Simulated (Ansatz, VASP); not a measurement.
NaF in VASP and in Ansatz

```
Na F
1.0
     0.00000    2.31999    2.31999
     2.31999    0.00000    2.31999
     2.31999    2.31999    0.00000
Na F
1 1
Direct
  0.00000 0.00000 0.00000
  0.50000 0.50000 0.50000
```

Alike in both runs: task single point; functional r2SCAN; k mesh 8 × 8 × 8; no spin polarisation.

|  | VASP | Ansatz |
| --- | --- | --- |
| version | VASP 6.6.1 | Ansatz 0.2.0 |
| potentials or method | VASP PAW PBE potentials, release 64 (Na_pv, F) | plane waves, PAW |
| plane-wave cutoff (eV) | 520 | 500 |
| occupations | gaussian, width 0.01 eV | fixed |
| valence electrons in the cell | 14 | 16 |

Ansatz gave:

- gap on the k mesh at the Fermi level (eV): 7.11
- pressure (GPa): -1.5

Problem. Estimate VASP's values.

Solution. gap on the k mesh at the Fermi level (eV): 7.15; pressure (GPa): -2.0.

VASP's potentials were made for PBE, not for r2SCAN. VASP's potentials hold 14 valence electrons a cell and Ansatz's 16, so a difference there can come from the potentials and not from the codes.
